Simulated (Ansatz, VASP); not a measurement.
Two plane-wave programs on Si2Sn

```
CELL_PARAMETERS angstrom
2.45168 -4.73681 0.00000
2.45168 4.73681 0.00000
0.00000 0.00000 2.87385
ATOMIC_POSITIONS crystal
Si 0.50000 0.00000 0.00000
Si 0.00000 0.50000 0.00000
Sn 0.50000 0.50000 0.50000
```

Alike in both runs: functional PBE; k mesh 4 × 4 × 7; occupations gaussian, width 0.2 eV; no spin polarisation.

Ansatz relaxed the structure, and its values are those at the end. VASP's run is a single point on that final structure, the one shown.

```csv
,VASP,Ansatz
version,VASP 6.6.1,Ansatz 0.2.0
potentials or method,"VASP PAW PBE potentials, release 64 (Si, Sn_d), cutoff 500 eV","scalar-relativistic, plane waves, PAW"
valence electrons in the cell,22,22
```

|  | VASP | Ansatz | Ansatz less VASP |
| --- | --- | --- | --- |
| gap on the k mesh at the Fermi level (eV) | none | none | - |
| pressure (GPa) | 0.2 | 0.2 | +0.04 |

A gap of «none» marks a metal or a gap that the smearing closes.

The k mesh is coarse, so the values compare programs but aren't converged.
